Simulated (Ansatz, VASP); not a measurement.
**Two plane-wave programs on Re**

```
CELL_PARAMETERS angstrom
2.74084 0.00003 0.00003
-1.37040 2.37362 -0.00001
0.00005 0.00001 4.40640
ATOMIC_POSITIONS crystal
Re 0.32214 0.66275 0.26279
Re 0.65548 0.32942 0.76279
```

Alike in both runs: functional LDA; k mesh 9 × 9 × 5; occupations fermi-dirac, width 0.05 eV; no spin polarisation.

Ansatz relaxed the structure, and its values are those at the end. VASP's run is a single point on that final structure, the one shown.

|  | VASP | Ansatz |
| --- | --- | --- |
| version | VASP 6.6.1 | Ansatz 0.2.0 |
| potentials or method | VASP PAW LDA potentials, release 64 (Re_sv_GW) | PAW with Ansatz's default frozen-core files, scalar-relativistic |
| plane-wave cutoff (eV) | 500 | 420 |
| valence electrons in the cell | 30 | 30 |

|  | VASP | Ansatz | Ansatz less VASP |
| --- | --- | --- | --- |
| pressure (GPa) | -1.0 | 0.0 | +0.97 |

LDA's correlation is that of Perdew and Zunger in VASP and of Perdew and Wang (1992) in Ansatz.

Spin-orbit coupling is off throughout.
